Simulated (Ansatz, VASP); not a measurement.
# One calculation of Zr3Cd2, two programs

```
Zr Cd
1.0
     5.50165    0.00000    0.00000
     0.00000    5.09074    0.00000
     0.00000    0.00000    5.50183
Zr Cd
3 2
Direct
  0.00000 0.00000 0.50000
  0.50000 0.00000 0.00000
  0.00000 0.00000 0.00000
  0.50000 0.50000 0.50000
  0.50000 0.00000 0.50000
```

Alike in both runs: functional PBEsol; k mesh 8 × 8 × 8; occupations gaussian, width 0.1 eV; no spin polarisation.

Ansatz relaxed the structure, and its values are those at the end. VASP's run is a single point on that final structure, the one shown.

```csv
,VASP,Ansatz
version,VASP 6.6.1,Ansatz 0.2.0
potentials or method,"VASP PAW PBE potentials, release 64 (Zr_sv, Cd), cutoff 520 eV","scalar-relativistic, plane waves, PAW"
valence electrons in the cell,60,76
```

```tsv
	VASP	Ansatz	Ansatz less VASP
gap on the k mesh at the Fermi level (eV)	none	none	-
pressure (GPa)	0.3	0.0	-0.25
```

VASP's potentials were made for PBE, not for PBEsol. A gap of «none» marks a metal or a gap that the smearing closes. The functional is the same, so the differences come from potentials, cutoffs and numerics. VASP's potentials hold 60 valence electrons a cell and Ansatz's 76, so a difference there can come from the potentials and not from the codes.
